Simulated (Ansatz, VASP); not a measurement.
## One calculation of MgO, two programs

```
CELL_PARAMETERS angstrom
0.00000 2.28201 2.39611
2.28201 0.00000 2.39611
2.28201 2.28201 0.00000
ATOMIC_POSITIONS crystal
Mg 0.00000 0.00000 0.00000
O 0.25000 0.25000 0.25000
```

Change from the starting cell: uniaxial_z strain +5.0%.

Alike in both runs: task single point; functional r2SCAN; k mesh 10 × 10 × 10; no spin polarisation.

```csv
,VASP,Ansatz
version,VASP 6.6.1,Ansatz 0.2.0
potentials or method,"VASP PAW PBE potentials, release 64 (Mg, O)","plane waves, PAW"
plane-wave cutoff (eV),660,500
occupations,"gaussian, width 0.01 eV",fixed
valence electrons in the cell,8,16
```

Ansatz gave:

| Property | Result |
| --- | --- |
| gap on the k mesh at the Fermi level (eV) | 3.99 |
| pressure (GPa) | -5.7 |
| traceless stress, the component that is largest in VASP (GPa) | -1.98 |

Task: Which values does VASP return?

Result: gap on the k mesh at the Fermi level (eV): 3.98; pressure (GPa): -6.5; traceless stress, the component that is largest in VASP (GPa): -2.03.

VASP's potentials were made for PBE, not for r2SCAN. VASP's potentials hold 8 valence electrons a cell and Ansatz's 16, so a difference there can come from the potentials and not from the codes.
